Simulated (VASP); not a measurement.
# BiSb (WC type) (P-6m2) in VASP: a series of runs

BiSb (WC type) is run at these levels: LDA; tasks: single point.

Program: VASP 6.6.1. These are calculated values, not measurements. Logs are shortened: lines on timing, memory, paths and dates and some standing lists are left out, and cuts for length are marked.

**1. The cell of the first run**

The structure is hexagonal, space group P-6m2 (No. 187). The conventional cell has a = 3.141 Å, b = 3.141 Å, c = 4.999 Å, α = 90.00°, β = 90.00°, γ = 120.00°. Within 4.1 Å of Sb (site symmetry -6m2) lie 6 Bi at 3.09 Å and 6 Sb at 3.14 Å. Within 4.1 Å of Bi (site symmetry -6m2) lie 6 Sb at 3.09 Å and 6 Bi at 3.14 Å.

**2. Single point, LDA**

INCAR

```
ALGO = Normal
EDIFF = 1E-7
ENCUT = 520
GGA = CA
ISIF = 2
ISMEAR = -1
LASPH = True
LCHARG = False
LREAL = False
LWAVE = False
NBANDS = 17
NELM = 80
PREC = Accurate
SIGMA = 0.1
```

KPOINTS

```
k-points
0
Gamma
  12 12 11
```

POSCAR

```
BiSb
1.0
    3.1406277947      0.0000000000      0.0000000000
   -1.5703138973      2.7198634540      0.0000000000
    0.0000000000      0.0000000000      4.9986588909
Sb Bi
1 1
Direct
    0.0000000000      0.0000000000      0.0000000000
    0.3333333333      0.6666666667      0.5000000000
```

Potentials or basis: VASP PAW LDA potentials, release 64 (Sb, Bi_d).

Launch:

```
> cat potpaw_LDA.64/Sb/POTCAR potpaw_LDA.64/Bi_d/POTCAR > POTCAR
> mpirun -np 1 vasp_std > vasp.out
```

OUTCAR:

```text
EDIFF = 1E-7
   ENCUT = 520
   GGA = CA
   ISIF = 2
   ISMEAR = -1
   LASPH = True
   LREAL = False
   NELM = 80
   PREC = Accurate

 ion  position               nearest neighbor table
   1  0.000  0.000  0.000-   2 3.09   2 3.09   2 3.09   2 3.09   2 3.09   2 3.09
   2  0.333  0.667  0.500-   1 3.09   1 3.09   1 3.09   1 3.09   1 3.09   1 3.09

  LATTYP: Found a hexagonal cell.
 ALAT       =     3.1406277947
 C/A-ratio  =     1.5916113649

  Lattice vectors:

 A1 = (   3.1406277947,   0.0000000000,   0.0000000000)
 A2 = (  -1.5703138973,   2.7198634540,   0.0000000000)
 A3 = (   0.0000000000,   0.0000000000,   4.9986588909)

Analysis of symmetry for initial positions (statically):
=====================================================================
 Subroutine PRICEL returns:
 Original cell was already a primitive cell.

 Routine SETGRP: Setting up the symmetry group for a
 hexagonal supercell.

 Subroutine GETGRP returns: Found 12 space group operations
 (whereof 12 operations were pure point group operations)
 out of a pool of 24 trial point group operations.

The static configuration has the point symmetry D_3h.

Analysis of symmetry for dynamics (positions and initial velocities):
=====================================================================
 Subroutine PRICEL returns:
 Original cell was already a primitive cell.

 Routine SETGRP: Setting up the symmetry group for a
 hexagonal supercell.

 Subroutine GETGRP returns: Found 12 space group operations
 (whereof 12 operations were pure point group operations)
 out of a pool of 24 trial point group operations.

The dynamic configuration has the point symmetry D_3h.

 Subroutine INISYM returns: Found 12 space group operations
 (whereof 12 operations are pure point group operations),
 and found     1 'primitive' translations

----------------------------------------------------------------------------------------

                                     Primitive cell

  volume of cell :      42.6989

  direct lattice vectors                    reciprocal lattice vectors
     3.140627795  0.000000000  0.000000000     0.318407677  0.183832758  0.000000000
    -1.570313897  2.719863454  0.000000000     0.000000000  0.367665516  0.000000000
     0.000000000  0.000000000  4.998658891     0.000000000  0.000000000  0.200053659

  length of vectors
     3.140627795  3.140627795  4.998658891     0.367665516  0.367665516  0.200053659

  position of ions in fractional coordinates (direct lattice)
     0.000000000  0.000000000  0.000000000
     0.333333333  0.666666667  0.500000000

  ion indices of the primitive-cell ions
   primitive index   ion index
                 1           1
                 2           2

----------------------------------------------------------------------------------------

 KPOINTS: k-points

Automatic generation of k-mesh.
 Grid dimensions read from file:
 generate k-points for:   12   12   11

 Generating k-lattice:

  Cartesian coordinates                     Fractional coordinates (reciprocal lattice)
     0.026533973  0.015319396  0.000000000     0.083333333 -0.000000000  0.000000000
     0.000000000  0.030638793  0.000000000     0.000000000  0.083333333  0.000000000
     0.000000000  0.000000000  0.018186696     0.000000000  0.000000000  0.090909091

  Length of vectors
     0.030638793  0.030638793  0.018186696

  Shift w.r.t. Gamma in fractional coordinates (k-lattice)
     0.000000000  0.000000000  0.000000000

 Subroutine IBZKPT returns following result:
 ===========================================

 Found    114 irreducible k-points:

 Following reciprocal coordinates:
            Coordinates               Weight
  0.000000  0.000000  0.000000      1.000000
  0.083333  0.000000  0.000000      6.000000
  0.166667  0.000000  0.000000      6.000000
  0.250000  0.000000  0.000000      6.000000
  0.333333  0.000000  0.000000      6.000000
  0.416667  0.000000  0.000000      6.000000
[... 16 lines left out ...]
  0.250000  0.000000  0.090909     12.000000
  0.333333  0.000000  0.090909     12.000000
 [... further k-points ...]
   k-points           NKPTS =    114   k-points in BZ     NKDIM =    114   number of bands    NBANDS=     17
   number of dos      NEDOS =    301   number of ions     NIONS =      2
   total plane-waves  NPLWV =  23040
   dimension x,y,z NGX =    24 NGY =   24 NGZ =   40
   dimension x,y,z NGXF=    48 NGYF=   48 NGZF=   80
   ions per type =               1   1
   NGX,Y,Z   is equivalent  to a cutoff of  12.70, 12.70, 13.30 a.u.
   NGXF,Y,Z  is equivalent  to a cutoff of  25.41, 25.41, 26.61 a.u.
 SYSTEM =  unknown system
   PREC   = accura    normal or accurate (medium, high low for compatibility)
   ISTART =      0    job   : 0-new  1-cont  2-samecut
   ICHARG =      2    charge: 1-file 2-atom 10-const
   ISPIN  =      1    spin polarized calculation?
   LNONCOLLINEAR =      F non collinear calculations
   LSORBIT =      F    spin-orbit coupling
   LASPH  =      T    aspherical Exc in radial PAW
   ENCUT  =  520.0 eV  38.22 Ry    6.18 a.u.   5.84  5.84  9.29*2*pi/ulx,y,z
   NELM   =     80;   NELMIN=  2; NELMDL= -5     # of ELM steps
   EDIFF  = 0.1E-06   stopping-criterion for ELM
   LREAL  =      F    real-space projection
   EDIFFG = 0.1E-05   stopping-criterion for IOM
   NSW    =      0    number of steps for IOM
   IBRION =     -1    ionic relax: 0-MD 1-quasi-New 2-CG
   NFREE  =      0    steps in history (QN), initial steepest desc. (CG)
   ISIF   =      2    stress and relaxation
   ISYM   =      2    0-nonsym 1-usesym 2-fastsym
   POTIM  = 0.5000    time-step for ionic-motion
   TEBEG  =    0.0;   TEEND  =   0.0 temperature during run
   PSTRESS=    0.0 pullay stress
   NELECT =      20.0000    total number of electrons
   NUPDOWN=      -1.0000    fix difference up-down
   EMIN   =  10.00;   EMAX   =-10.00  energy-range for DOS
   EFERMI =   0.00;   METHOD = LEGACY
   ISMEAR =    -1;   SIGMA  =   0.10  broadening in eV -4-tet -1-fermi 0-gaus
   EFERMI_NEDOS =   21; number of points for ismear=-14 and -15
   IALGO  =     38    algorithm
   IMIX   =      4    mixing-type and parameters
     AMIX     =   0.40;   BMIX     =  1.00
     AMIX_MAG =   1.60;   BMIX_MAG =  1.00
  volume/ion in A,a.u.               =      21.35       144.07
  Fermi-wavevector in a.u.,A,eV,Ry     =   1.271391  2.402581 21.992935  1.616435
  Thomas-Fermi vector in A             =   2.404327
   LORBIT       =      0    0 simple, 1 ext, 2 COOP (PROOUT), +10 PAW based schemes
   GGA     = CA    functional components
   LHFCALC =     F    Hartree Fock is set to
   AEXX    =    0.0000 exact exchange contribution
   IVDW    =     0    specifies the selected vdW correction
   LEPSILON=     F    determine dielectric tensor
   LRPA    =     F    only Hartree local field effects (RPA)
 non-spin polarized calculation
  energy-cutoff  :      520.00
  volume of cell :       42.70
 maximum number of plane-waves:      1170
 NGX is ok and might be reduce to    24
   NGX = 11   NGY = 11   NGZ = 19

 number of electron      20.0000006 magnetization

 Free energy of the ion-electron system (eV)
  ---------------------------------------------------
  ext. energy  EPLUGINS =         0.00000000
  ---------------------------------------------------
  free energy    TOTEN  =        -8.05554850 eV

  energy without entropy =       -8.02578141  energy(sigma->0) =       -8.04066495

 E-fermi :  12.6450     XC(G=0): -11.9208

 val. band max:       12.6213705679   @ k =   0.4167   0.0833   0.0000
 cond. band min:      12.6687433557   @ k =   0.5000   0.0000   0.0000
 fundamental gap:      0.0473727878
 Fermi energy:        12.6450427523

 k-point     1 :       0.0000    0.0000    0.0000
  band No.  band energies     occupation
      1     -10.9330      2.00000
      2     -10.8505      2.00000
      3     -10.8505      2.00000
      4     -10.6201      2.00000
      5     -10.6201      2.00000
      6      -3.5135      2.00000
[... 9 lines left out ...]
     16      24.0251      0.00000
     17      24.0455      0.00000

 k-point     2 :       0.0833    0.0000    0.0000
  band No.  band energies     occupation
      1     -10.9179      2.00000
      2     -10.8534      2.00000
      3     -10.8245      2.00000
      4     -10.6361      2.00000
      5     -10.6235      2.00000
      6      -3.3610      2.00000
[... 9 lines left out ...]
     16      23.0738      0.00000
     17      23.7698      0.00000

 k-point     3 :       0.1667    0.0000    0.0000
  band No.  band energies     occupation
      1     -10.9127      2.00000
      2     -10.8261      2.00000
      3     -10.7526      2.00000
      4     -10.6792      2.00000
      5     -10.6328      2.00000
      6      -2.9022      2.00000
[... 9 lines left out ...]
     16      22.8729      0.00000
     17      23.4030      0.00000

 k-point     4 :       0.2500    0.0000    0.0000
  band No.  band energies     occupation
      1     -10.9436      2.00000
      2     -10.7531      2.00000
      3     -10.7368      2.00000
      4     -10.6529      2.00000
      5     -10.6453      2.00000
      6      -2.1366      2.00000
[... 9 lines left out ...]
     16      23.2083      0.00000
     17      23.4816      0.00000
[... 343 lines left out ...]
      1     -10.9123      2.00000
      2     -10.8256      2.00000
      3     -10.7526      2.00000
      4     -10.6794      2.00000
      5     -10.6329      2.00000
      6      -2.8528      2.00000
[... 9 lines left out ...]
     16      22.4061      0.00000
     17      23.7968      0.00000

 k-point    23 :       0.2500    0.0000    0.0909
  band No.  band energies     occupation
      1     -10.9435      2.00000
      2     -10.7524      2.00000
      3     -10.7371      2.00000
      4     -10.6529      2.00000
      5     -10.6455      2.00000
      6      -2.0874      2.00000
[... 9 lines left out ...]
     16      22.6914      0.00000
     17      23.7530      0.00000

 k-point    24 :       0.3333    0.0000    0.0909
  band No.  band energies     occupation
      1     -10.9801      2.00000
      2     -10.7936      2.00000
      3     -10.6761      2.00000
      4     -10.6581      2.00000
      5     -10.5512      2.00000
      6      -1.0297      2.00000
[... 9 lines left out ...]
     16      23.2933      0.00000
     17      23.3830      0.00000

 [... further k-points ...]

------------------------ aborting loop because EDIFF is reached ----------------------------------------

  FORCE on cell =-STRESS in cart. coord.  units (eV):
  Direction    XX          YY          ZZ          XY          YZ          ZX
  --------------------------------------------------------------------------------------
  -------------------------------------------------------------------------------------
  Total        8.4045222      8.4045222      8.3805925      0.0000000     -0.0000000      0.0000000
  in kB      315.3599505    315.3599505    314.4620436      0.0000000     -0.0000000      0.0000000
  external PRESSURE =     315.0606482 kB  Pullay stress =       0.0000000 kB

 VOLUME and BASIS-vectors are now :
 -----------------------------------------------------------------------------
  energy-cutoff  :      520.00
  volume of cell :       42.70
      direct lattice vectors                 reciprocal lattice vectors
     3.140627795  0.000000000  0.000000000     0.318407677  0.183832758  0.000000000
    -1.570313897  2.719863454  0.000000000     0.000000000  0.367665516  0.000000000
     0.000000000  0.000000000  4.998658891     0.000000000  0.000000000  0.200053659

 POSITION                                       TOTAL-FORCE (eV/Angst)
 -----------------------------------------------------------------------------------
      0.00000      0.00000      0.00000         0.000000      0.000000      0.000000
     -0.00000      1.81324      2.49933        -0.000000      0.000000      0.000000
 -----------------------------------------------------------------------------------
    total drift:                                0.000000     -0.000000     -0.000000

  FREE ENERGIE OF THE ION-ELECTRON SYSTEM (eV)
  ---------------------------------------------------
  free  energy   TOTEN  =        -8.0555485029 eV

  energy  without entropy=       -8.0257814063  energy(sigma->0) =       -8.04066495
```

It took 20 s on 1 thread of Intel Xeon 6975P-C (Granite Rapids), shared host; peak memory 0.2 GiB.

Results:

```yaml
Free_energy: -8.0555 eV
Pressure: 31.5 GPa
Band_gap_on_the_k_mesh: zero (bands 10 and 11 overlap by 9.27 eV)
```

Levels at points of the mesh, in eV from the Fermi level:
```
           k point  band 7  band 8  band 9  band 10  band 11  band 12  band 13  band 14
(0.00, 0.00, 0.00)  -10.29   -7.66    4.46     4.46     6.91     6.91     7.83     8.20
(0.50, 0.00, 0.00)   -9.55   -4.98   -3.70    -3.09    -0.35     0.02     4.69     4.97
```

Caveat: the cell stands under pressure; spin-orbit coupling is left out, which moves the levels of the heavy elements.

**3. Single point, LDA**

INCAR

```
SYSTEM = BiSb
PREC = Accurate
ENCUT = 520
EDIFF = 1E-6
ISMEAR = -1
SIGMA = 0.1
LREAL = .False.
LASPH = .True.
NELM = 60
ALGO = Normal
ISIF = 2
LWAVE = .False.
LCHARG = .True.
GGA = CA
LELF = .True.
LVHAR = .True.
NBANDS = 17
```

KPOINTS

```
Automatic mesh
0
Gamma
  12 12 11
  0 0 0
```

POSCAR

```
BiSb
1.0
    3.1408480623      0.0000000000      0.0000000000
   -1.5704240311      2.7200542114      0.0000000000
    0.0000000000      0.0000000000      4.9992816567
Sb Bi
1 1
Direct
    0.0000000000      0.0000000000      0.0000000000
    0.3333333333      0.6666666667      0.5000000000
```

Potentials or basis: VASP PAW LDA potentials, release 64 (Sb, Bi_d).

Launch:

```
> cat potpaw_LDA.64/Sb/POTCAR potpaw_LDA.64/Bi_d/POTCAR > POTCAR
> mpirun -np 1 vasp_std > vasp.out
```

Run time: 18 s. Hardware: 1 thread of Intel Xeon 6975P-C (Granite Rapids), shared host; peak memory 0.2 GiB.

Results (log left out):

```yaml
Free_energy: -8.0578 eV
Pressure: 31.4 GPa
Band_gap_on_the_k_mesh: zero (bands 10 and 11 overlap by 9.26 eV)
```

Stress tensor (GPa, compression positive):
```
31.47  0.00  0.00
 0.00 31.47  0.00
 0.00  0.00 31.38
```

Levels at points of the mesh, in eV from the Fermi level:
| k point | band 7 | band 8 | band 9 | band 10 | band 11 | band 12 | band 13 | band 14 |
| --- | --- | --- | --- | --- | --- | --- | --- | --- |
| (0.00, 0.00, 0.00) | -10.29 | -7.65 | 4.46 | 4.46 | 6.91 | 6.91 | 7.83 | 8.19 |
| (0.50, 0.00, 0.00) | -9.54 | -4.98 | -3.70 | -3.09 | -0.35 | 0.02 | 4.69 | 4.97 |

Caveat: the cell stands under pressure; spin-orbit coupling is left out, which moves the levels of the heavy elements.
